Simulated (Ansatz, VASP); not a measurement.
## Two plane-wave programs on ZnS

```xyz
4
Lattice="3.8110 0.0000 0.0000 -1.9055 3.3004 0.0000 0.0000 0.0000 6.2340" Properties=species:S:1:pos:R:3 pbc="T T T"
Zn    0.0530    2.2533    0.0000
Zn    1.8525    1.0471    3.1170
S    -0.0451    2.1552    2.4001
S     1.9506    1.1452    5.5171
```

Change from the starting cell: mode 4 (73.5 1/cm) frozen in, largest displacement -0.075 Å.

Alike in both runs: task single point; functional PBE; k mesh 12 × 12 × 6; occupations gaussian, width 0.05 eV; no spin polarisation.

```csv
,VASP,Ansatz
version,VASP 6.6.1,Ansatz 0.2.0
potentials or method,"VASP PAW PBE potentials, release 64 (Zn, S), cutoff 520 eV","scalar-relativistic, plane waves, PAW"
valence electrons in the cell,36,36
```

VASP gave:

- gap on the k mesh at the Fermi level (eV): 2.23
- least direct gap on the mesh (eV): 2.23
- pressure (GPa): 2.5
- traceless stress, the component that is largest in VASP (GPa): -1.41
- rms of the force components (eV/Å): 0.196

Q: What did Ansatz give for the same quantities?

A: gap on the k mesh at the Fermi level (eV): 2.23; least direct gap on the mesh (eV): 2.23; pressure (GPa): 2.3; traceless stress, the component that is largest in VASP (GPa): -1.39; rms of the force components (eV/Å): 0.194.

Atom by atom the forces differ by 0.002 eV/Å (rms over components).
